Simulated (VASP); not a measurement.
BP, 2 atoms in the cell. The structure is orthorhombic, space group Cmmm (No. 65). Conventional cell: a = 3.347 Å, b = 3.493 Å, c = 4.547 Å, α = 90.00°, β = 90.00°, γ = 90.00°. B (site symmetry mmm) has 4 P at 1.67 to 1.75 Å within 2.2 Å. Within 2.2 Å of P (site symmetry mmm) lie 4 B at 1.67 to 1.75 Å. 

- Program: VASP 6.6.1
- Task: relaxation of cell and atoms
- Functional: PBE
- Potentials or basis: VASP PAW PBE potentials, release 64 (B_h, P)
- Cutoff: 910 eV
- k mesh: 8 × 8 × 4
- Occupations: gaussian, width 0.1 eV
- Spin: no spin polarisation
- Dipole correction: no
- Second run: hard_potentials
- Further INCAR settings: ALGO = Normal; EDIFF = 1e-07; IBRION = 2; EDIFFG = -0.04; NSW = 90; ISIF = 3

Potentials or basis: VASP PAW PBE potentials, release 64 (B_h, P).

Run with:

```sh
$ cat potpaw_PBE.64/B_h/POTCAR potpaw_PBE.64/P/POTCAR > POTCAR
$ mpirun -np 1 vasp_std > vasp.out
```

Hardware: 1 thread of Intel(R) Xeon(R) Platinum 8559C (Emerald Rapids), on a shared host.

Task: Estimate the wall time of this run.

Result: It took 2.9 min on 1 thread of Intel(R) Xeon(R) Platinum 8559C (Emerald Rapids), on a shared host, peak memory 0.18 GiB. Counts: scf iterations 248, k points 63, ion steps 33.
